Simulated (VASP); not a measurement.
The system is CeO2.

```
Ce O
1.0
     0.00000    2.70365    2.70365
     2.70365    0.00000    2.70365
     2.70365    2.70365    0.00000
Ce O
1 2
Direct
  0.00000 0.00000 0.00000
  0.25000 0.25000 0.25000
  0.75000 0.75000 0.75000
```

* Program: VASP 6.6.1
* Task: relaxation of cell and atoms
* Functional: LDA
* Potentials or basis: VASP PAW LDA potentials, release 64 (Ce, O)
* Cutoff: 600 eV
* k mesh: 10 × 10 × 10
* Occupations: gaussian, width 0.02 eV
* Spin: no spin polarisation

At the start: pressure -4.9 GPa; volume 13.18 Å³/atom.

Problem. How do energy, volume and symmetry change on relaxing?

Solution. Over 6 steps the energy falls by 5.3 meV/atom and the volume is 12.84 Å³/atom (-2.5 %); space group Fm-3m (No. 225, to 0.1 Å) before and after.

Step by step:
```csv
step,energy change (eV),largest force (eV/Å),pressure (GPa),volume (Å³)
1,0.0000,0.0000,-4.95,39.53
2,0.0130,0.0000,7.43,37.24
3,-0.0158,0.0000,-0.04,38.53
4,-0.0158,0.0000,0.06,38.51
5,-0.0158,0.0000,-0.06,38.54
6,-0.0158,0.0000,0.00,38.52
```

Final structure:
```
Ce O
1.0
     0.00000    2.68063    2.68063
     2.68063    0.00000    2.68063
     2.68063    2.68063    0.00000
Ce O
1 2
Direct
  0.00000 0.00000 0.00000
  0.25000 0.25000 0.25000
  0.75000 0.75000 0.75000
```

Caveat: semilocal functionals describe open f shells poorly, which spoils levels, moments and volumes.
